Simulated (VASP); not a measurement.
Here is a VASP 6.6.1 calculation.

File INCAR:

```
PREC = Accurate ; ENCUT = 600
EDIFF = 1E-8 ; ISMEAR = 0
SIGMA = 0.01 ; LREAL = F
LASPH = T ; NELM = 80
ALGO = Normal ; ISIF = 3
LWAVE = F ; LCHARG = F
GGA = CA ; IBRION = 6
NFREE = 2 ; POTIM = 0.015
NSW = 1
```

The input KPOINTS:

```
Automatic mesh
0
Gamma
  10 10 10
```

The input POSCAR:

```
C
1.0
    0.0000000000      1.7609084281      1.7609084281
    1.7609084281      0.0000000000      1.7609084281
    1.7609084281      1.7609084281      0.0000000000
C
2
Direct
    0.5000000000      0.5000000000      0.5000000000
    0.7500000000      0.7500000000      0.7500000000
```

Potentials or basis: VASP PAW LDA potentials, release 64 (C).

Run with:

```sh
$ cat potpaw_LDA.64/C/POTCAR > POTCAR
$ mpirun -np 1 vasp_std > vasp.out
```

Question: What does it give for the elastic constants C11, C12, C44?

Answer: 1119, 157, 605 GPa.

Question: Predict the Voigt bulk modulus.

Answer: 478 GPa.

Question: What does it give for the highest phonon frequency at Γ?

Answer: 1338 cm⁻¹.

Clamped-ion elastic tensor (GPa):
```
1119  157  157    0    0    0
 157 1119  157    0    0    0
 157  157 1119    0    0    0
   0    0    0  614    0    0
   0    0    0    0  614    0
   0    0    0    0    0  614
```

Caveat: the cell is under stress, which shifts elastic constants.
